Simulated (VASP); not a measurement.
# Mg32O31 (a cell with a defect) in VASP: single point with PBE+D3(BJ)

Aim: the single point of Mg32O31 (a cell with a defect) with PBE+D3(BJ).

All numbers are computed with VASP 6.6.1; they aren't measurements. Logs are shortened: lines on timing, memory, paths and dates and some standing lists are left out, and cuts for length are marked.

### 1 The cell of the first run

The cell holds a defect, 63 atoms: a = 8.833 Å, b = 8.833 Å, c = 8.833 Å, α = 90.00°, β = 90.00°, γ = 90.00°.

### 2 Single point, PBE+D3(BJ)

INCAR reads:

```
SYSTEM = Mg32O31
ALGO = Normal
EDIFF = 1E-6
ENCUT = 520
GGA = PE
ISIF = 2
ISMEAR = 0
IVDW = 12
LASPH = .TRUE.
LCHARG = .FALSE.
LREAL = Auto
LWAVE = .FALSE.
NBANDS = 162
NELM = 60
PREC = Accurate
SIGMA = 0.05
```

KPOINTS reads:

```
k-points
0
G
  1 1 1
  0 0 0
```

POSCAR reads:

```
Mg32O31
1.0
    8.8332000000      0.0000000000      0.0000000000
    0.0000000000      8.8332000000      0.0000000000
    0.0000000000      0.0000000000      8.8332000000
Mg O
32 31
Direct
    0.5009268442      0.0014070778     -0.0058053706
    0.7485625821      0.2490474573     -0.0057789929
    0.7549388670     -0.0050906806      0.2494837658
    0.0019954263      0.0017493094     -0.0004780827
    0.2616672327      0.2612395281      0.0010714124
    0.4884734864      0.4881008015      0.0011963954
    0.7481464249      0.7478831001     -0.0004754789
    0.2474301499     -0.0147228637      0.2492574605
    0.5219024815      0.2280835937      0.2606979351
    0.7647023729      0.5025035095      0.2492228185
    0.5006044242     -0.0027473622      0.5062018295
    0.7527276638      0.2493250464      0.5062593398
    0.7520142191     -0.0021183716      0.7505419327
    0.0016514966      0.5005231400     -0.0057175203
    0.2493843681      0.7482133315     -0.0057502377
   -0.0144468596      0.2472007879      0.2491865915
    0.2283875606      0.5216116470      0.2607530680
    0.5027101164      0.7644155006      0.2491773083
    0.0010839786      0.0008481637      0.5011760178
    0.2523077707      0.2520563329      0.5123117330
    0.4977868723      0.4975736992      0.5123488656
    0.7490230041      0.7487543586      0.5011700177
    0.2498180727      0.0008372957      0.7529327990
    0.5040131549      0.2459720147      0.7486619798
    0.7489765883      0.5001017751      0.7529282706
   -0.0048245257      0.7547003351      0.2494167459
   -0.0025134719      0.5003524204      0.5062045465
    0.2495489743      0.7523972060      0.5062734909
    0.0010983562      0.2495666350      0.7530139700
    0.2460983562      0.5037663587      0.7486706969
    0.5003270615      0.7487354526      0.7529641579
   -0.0018218766      0.7517681022      0.7507239732
    0.7509593352      0.2490399855      0.2516131187
   -0.0007316714      0.5005775936      0.2515501743
    0.0031826518      0.2507291808      0.4961539419
    0.3751639270      0.3747130145      0.2163083594
    0.7494422180      0.7491371191      0.2503224200
    0.0007427659      0.0004189875      0.2503706471
    0.5031683874      0.2467297242      0.5059203913
    0.7469793506      0.4989011910      0.4961507721
   -0.0008101254      0.7506970294      0.4998122991
    0.7555124983      0.2492572341      0.7479431010
   -0.0052481547      0.5003287597      0.7479640447
    0.0020082190      0.2513682471      0.0045998053
    0.2493776887      0.7507023502      0.2515913825
    0.5009227686     -0.0010206947      0.2516257981
    0.2470266721      0.5028820812      0.5059426935
    0.4992015351      0.7466599873      0.4961742064
    0.7510033736     -0.0011276774      0.4998586016
    0.2493617262      0.2490880994      0.7499360368
    0.5008282389      0.5004672146      0.7499396595
    0.7491405153      0.7488184350      0.7505369515
    0.0010041661      0.0007451433      0.7504999321
    0.5097335054      0.2402268713     -0.0195845220
    0.7481366889      0.4982800118      0.0046041072
   -0.0013888512      0.7512817552      0.0006851424
    0.2510540914      0.0029669882      0.4962260562
    0.2495350496      0.7551794367      0.7479563465
    0.5006579722     -0.0055684237      0.7479903093
    0.2405294797      0.5094659919     -0.0196272019
    0.4985308835      0.7478792510      0.0045866730
    0.7515412308     -0.0016561382      0.0007210298
    0.2516547797      0.0018618394      0.0045725218
```

Potentials or basis: VASP PAW PBE potentials, release 64 (Mg, O).

Started as:

```console
> cat potpaw_PBE.64/Mg/POTCAR potpaw_PBE.64/O/POTCAR > POTCAR
> mpirun -np 1 vasp_gam > vasp.out
```

OUTCAR:

```text
SYSTEM = Mg32O31
   EDIFF = 1E-6
   ENCUT = 520
   GGA = PE
   ISIF = 2
   ISMEAR = 0
   IVDW = 12
   LASPH = .TRUE.
   LREAL = Auto
   NELM = 60
   PREC = Accurate
 IVDW          = 12

 ion  position               nearest neighbor table
   1  0.501  0.001  0.994-  54 2.11  59 2.18  63 2.20  62 2.21  61 2.24  46 2.27  24 3.06  18 3.07
                            23 3.08  31 3.09  13 3.09   2 3.09   9 3.10   5 3.12   7 3.13  15 3.15
   2  0.749  0.249  0.994-  54 2.11  42 2.18  55 2.20  62 2.22  44 2.24  33 2.27  24 3.06  16 3.07
                            25 3.08  29 3.08  13 3.09   1 3.09   9 3.10   6 3.12   4 3.13  14 3.15
   3  0.755  0.995  0.249-  37 2.17  38 2.17  62 2.20  49 2.21  46 2.24  33 2.25   9 2.91  26 3.00
                            18 3.02  16 3.02   7 3.10   4 3.11  19 3.11  22 3.11   1 3.18   2 3.18
   4  0.002  0.002  1.000-  53 2.20  44 2.21  63 2.21  62 2.21  56 2.21  38 2.22  29 3.09  23 3.09
                            16 3.10   8 3.10  26 3.10   3 3.11  32 3.12  13 3.12   2 3.13  15 3.13
   5  0.262  0.261  0.001-  54 2.21  60 2.21  50 2.22  63 2.29  44 2.30  36 2.37   6 2.83  24 3.09
                            30 3.09   1 3.12  14 3.12  23 3.18  29 3.18   4 3.24   9 3.26  17 3.26
   6  0.488  0.488  0.001-  54 2.21  60 2.21  51 2.22  55 2.30  61 2.30  36 2.37   5 2.83  24 3.09
                            30 3.09   2 3.12  15 3.12  25 3.18  31 3.18   7 3.24   9 3.26  17 3.26
   7  0.748  0.748  1.000-  52 2.20  55 2.21  61 2.21  62 2.21  56 2.21  37 2.22  25 3.09  31 3.09
                            10 3.10  18 3.10  26 3.10   3 3.10  32 3.12  13 3.12   1 3.13  14 3.13
   8  0.247  0.985  0.249-  45 2.07  63 2.17  38 2.18  57 2.19  46 2.24  18 2.98  26 3.02  28 3.06
                            15 3.08   4 3.10  19 3.12   1 3.18  11 3.19   9 3.24  16 3.27   5 3.28
   9  0.522  0.228  0.261-  36 1.87  33 2.03  46 2.03  39 2.18  54 2.48   3 2.91  11 2.98  12 2.98
[... 35 lines left out ...]
  27  0.997  0.500  0.506-  43 2.14  47 2.20  35 2.21  41 2.21  40 2.21  34 2.25  17 2.98  10 3.06
                            30 3.07  25 3.09  12 3.10  32 3.10  22 3.10  29 3.11  20 3.14  28 3.15
  28  0.250  0.752  0.506-  58 2.13  47 2.20  48 2.21  41 2.21  57 2.22  45 2.25  17 2.98   8 3.06
                            30 3.07  23 3.09  32 3.10  11 3.10  19 3.10  31 3.11  21 3.14  27 3.15
  29  0.001  0.250  0.753-  42 2.17  50 2.19  53 2.20  43 2.22  44 2.22  35 2.27  20 3.07  14 3.08
                             2 3.08   4 3.09  12 3.09  23 3.11  27 3.11  30 3.12  19 3.13  13 3.13
  30  0.246  0.504  0.749-  60 2.05  47 2.14  43 2.22  58 2.22  50 2.25  51 2.25  21 3.05  20 3.05
                            15 3.06  14 3.06  28 3.07  27 3.07   6 3.09   5 3.09  32 3.10  31 3.12
  31  0.500  0.749  0.753-  59 2.17  51 2.19  52 2.20  58 2.22  61 2.22  48 2.27  21 3.07  15 3.08
                             1 3.09   7 3.09  11 3.09  25 3.11  28 3.11  30 3.12  22 3.13  13 3.13
  32  0.998  0.752  0.751-  53 2.20  52 2.20  56 2.21  41 2.22  58 2.22  43 2.22  13 3.07  15 3.09
                            14 3.09  28 3.10  30 3.10  27 3.10  19 3.11  22 3.12   4 3.12   7 3.12
  33  0.751  0.249  0.252-   9 2.03  16 2.07  10 2.24   3 2.25  12 2.25   2 2.27
  34  0.999  0.501  0.252-  17 2.03  10 2.07  16 2.24  26 2.25  27 2.25  14 2.27
  35  0.003  0.251  0.496-  16 2.19  20 2.21  27 2.21  19 2.21  12 2.21  29 2.27
  36  0.375  0.375  0.216-   9 1.87  17 1.88   6 2.37   5 2.37
  37  0.749  0.749  0.250-  26 2.17   3 2.17  10 2.18  18 2.18   7 2.22  22 2.22
  38  0.001  0.000  0.250-  26 2.17   3 2.17   8 2.18  16 2.18  19 2.22   4 2.22
  39  0.503  0.247  0.506-  24 2.14   9 2.18  11 2.20  12 2.20  21 2.22  20 2.22
  40  0.747  0.499  0.496-  10 2.19  21 2.21  12 2.21  22 2.21  27 2.21  25 2.27
[... 283 lines left out ...]
   LHFCALC =     F    Hartree Fock is set to
   AEXX    =    0.0000 exact exchange contribution
   IVDW    =    12    specifies the selected vdW correction
   LEPSILON=     F    determine dielectric tensor
   LRPA    =     F    only Hartree local field effects (RPA)
 non-spin polarized calculation
 Gauss-broadening in eV      SIGMA  =   0.05
  energy-cutoff  :      520.00
  volume of cell :      689.21
 maximum number of plane-waves:      9307
 NGX is ok and might be reduce to    70
   NGX = 33   NGY = 33   NGZ = 33

 number of electron     250.0000030 magnetization

 Free energy of the ion-electron system (eV)
  ---------------------------------------------------
  ext. energy  EPLUGINS =         0.00000000
  ---------------------------------------------------
  free energy    TOTEN  =      -363.87496463 eV

  energy without entropy =     -363.87496463  energy(sigma->0) =     -363.87496463

 E-fermi :   4.9662     XC(G=0): -10.3635

 val. band max:        4.6650158761   @ k =   0.0000   0.0000   0.0000
 cond. band min:       6.4684178609   @ k =   0.0000   0.0000   0.0000
 fundamental gap:      1.8034019848
 Fermi energy:         4.9662376155

 k-point     1 :       0.0000    0.0000    0.0000
  band No.  band energies     occupation
      1     -14.5165      2.00000
      2     -14.0729      2.00000
      3     -14.0635      2.00000
      4     -14.0520      2.00000
      5     -13.9218      2.00000
      6     -13.9183      2.00000
[... 129 lines left out ...]
    136       9.2372      0.00000
    137       9.4496      0.00000
 [bands above 137 left out]

------------------------ aborting loop because EDIFF is reached ----------------------------------------

 Edisp (eV)  -15.98264

 E8    (eV) :    -6.2769

  FORCE on cell =-STRESS in cart. coord.  units (eV):
  Direction    XX          YY          ZZ          XY          YZ          ZX
  --------------------------------------------------------------------------------------
  -------------------------------------------------------------------------------------
  Total     -58.94153   -58.94632   -58.58457    -4.38954     0.00264     0.00768
  in kB    -137.01804  -137.02918  -136.18824   -10.20412     0.00613     0.01786
  external pressure =     -136.75 kB  Pullay stress =        0.00 kB

 VOLUME and BASIS-vectors are now :
 -----------------------------------------------------------------------------
  energy-cutoff  :      520.00
  volume of cell :      689.21
      direct lattice vectors                 reciprocal lattice vectors
     8.833200000  0.000000000  0.000000000     0.113209256  0.000000000  0.000000000
     0.000000000  8.833200000  0.000000000     0.000000000  0.113209256  0.000000000
     0.000000000  0.000000000  8.833200000     0.000000000  0.000000000  0.113209256

 POSITION                                       TOTAL-FORCE (eV/Angst)
 -----------------------------------------------------------------------------------
      4.42479      0.01243      8.78192         0.000142      0.004864      0.001482
      6.61220      2.19989      8.78215        -0.005842      0.000032      0.001733
      6.66853      8.78823      2.20374        -0.001505      0.005166     -0.001485
      0.01763      0.01545      8.82898        -0.001645     -0.002826     -0.002432
      2.31136      2.30758      0.00946         0.006951      0.009798     -0.015988
      4.31478      4.31149      0.01057        -0.004594     -0.002303     -0.016761
[... 55 lines left out ...]
      6.63851      8.81857      0.00637         0.004126     -0.002236     -0.001912
      2.22292      0.01645      0.04039        -0.003812     -0.010598      0.001480
 -----------------------------------------------------------------------------------
    total drift:                                0.014941      0.010683     -0.010568

  FREE ENERGIE OF THE ION-ELECTRON SYSTEM (eV)
  ---------------------------------------------------
  free  energy   TOTEN  =      -379.8576073251 eV

  energy  without entropy=     -379.8576073251  energy(sigma->0) =     -379.85760733
```

Wall time 7.4 min (1 thread of Intel Xeon 8259CL, shared host); peak memory 0.65 GiB.

What came out:

```
Free energy                : -379.8576 eV
Pressure                   : -13.7 GPa
Largest force              : 0.039 eV/Å
Band gap on the k mesh     : 1.80 eV
Dispersion energy per atom : -0.254 eV
```

Forces on the atoms (eV/Å):
```
Mg   0.000  0.005  0.001
Mg  -0.006  0.000  0.002
Mg  -0.002  0.005 -0.001
Mg  -0.002 -0.003 -0.002
Mg   0.007  0.010 -0.016
Mg  -0.005 -0.002 -0.017
Mg   0.000  0.001 -0.004
Mg   0.006 -0.013 -0.002
Mg   0.017 -0.020  0.009
Mg   0.010 -0.008 -0.002
Mg   0.001 -0.004 -0.002
Mg   0.001 -0.001 -0.009
Mg   0.002 -0.004  0.003
Mg   0.007  0.005 -0.002
Mg  -0.002 -0.001  0.001
Mg  -0.015  0.003  0.002
Mg  -0.004  0.000  0.001
Mg  -0.004  0.013  0.000
Mg   0.002  0.000  0.006
Mg  -0.001 -0.003  0.020
Mg   0.003 -0.002  0.015
Mg   0.000 -0.001  0.008
Mg  -0.001  0.012  0.001
Mg  -0.008  0.003  0.004
Mg  -0.003  0.002  0.004
Mg   0.005 -0.002  0.001
Mg  -0.004 -0.001 -0.001
Mg   0.000  0.005 -0.007
Mg   0.012 -0.002 -0.003
Mg   0.008 -0.011  0.006
Mg   0.005 -0.006  0.002
Mg  -0.007  0.001 -0.005
O   -0.002 -0.003  0.007
O    0.006  0.005  0.009
O    0.003  0.003 -0.003
O   -0.023  0.020 -0.025
O    0.001  0.003 -0.001
O    0.001  0.001 -0.002
O    0.002  0.002 -0.002
O   -0.002  0.002  0.002
O   -0.001 -0.002  0.000
O   -0.002  0.001 -0.002
O   -0.002  0.001 -0.005
O   -0.006 -0.003 -0.001
O   -0.006 -0.007  0.008
O    0.003  0.003  0.007
O    0.000  0.002 -0.007
O   -0.001 -0.003  0.002
O   -0.003  0.000 -0.001
O    0.002  0.003  0.002
O   -0.001  0.000  0.000
O   -0.001  0.001 -0.002
O    0.002  0.000  0.002
O    0.007 -0.007  0.001
O    0.007  0.000  0.001
O   -0.002  0.003  0.001
O   -0.001 -0.001 -0.003
O    0.000  0.003 -0.003
O   -0.001  0.000 -0.007
O   -0.006  0.000  0.009
O    0.003  0.007  0.001
O    0.004 -0.002 -0.002
O   -0.004 -0.011  0.001
```

Levels at points of the mesh, in eV from the valence-band top:
| k point | band 123 | band 124 | band 125 | band 126 | band 127 | band 128 |
| --- | --- | --- | --- | --- | --- | --- |
| (0.00, 0.00, 0.00) | -2.50 | -2.13 | 0.00 | 1.80 | 2.30 | 3.45 |

Caveat: the k points lie up to 0.71 Å⁻¹ apart.
